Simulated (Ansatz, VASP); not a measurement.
# Ti: VASP beside Ansatz

```
CELL_PARAMETERS angstrom
-1.62459 1.64100 1.64100
1.62459 -1.64100 1.64100
1.62459 1.64100 -1.64100
ATOMIC_POSITIONS crystal
Ti 0.00000 0.00000 0.00000
```

Change from the starting cell: strain -0.0100 x Voigt [1, 0, 0, 0, 0, 0], atoms carried along.

Alike in both runs: task single point; functional PBE; k mesh 20 × 20 × 20; occupations gaussian, width 0.15 eV; no spin polarisation.

|  | VASP | Ansatz |
| --- | --- | --- |
| version | VASP 6.6.1 | Ansatz 0.2.0 |
| potentials or method | VASP PAW PBE potentials, release 64 (Ti_sv), cutoff 520 eV | scalar-relativistic, plane waves, PAW |
| valence electrons in the cell | 12 | 12 |

```csv
,VASP,Ansatz,Ansatz less VASP
gap on the k mesh at the Fermi level (eV),none,none,-
pressure (GPa),-1.6,-1.4,+0.23
"traceless stress, the component that is largest in VASP (GPa)",-0.18,-0.18,+0.001
```

A gap of «none» marks a metal or a gap that the smearing closes. The functional is the same, so the differences come from potentials, cutoffs and numerics.
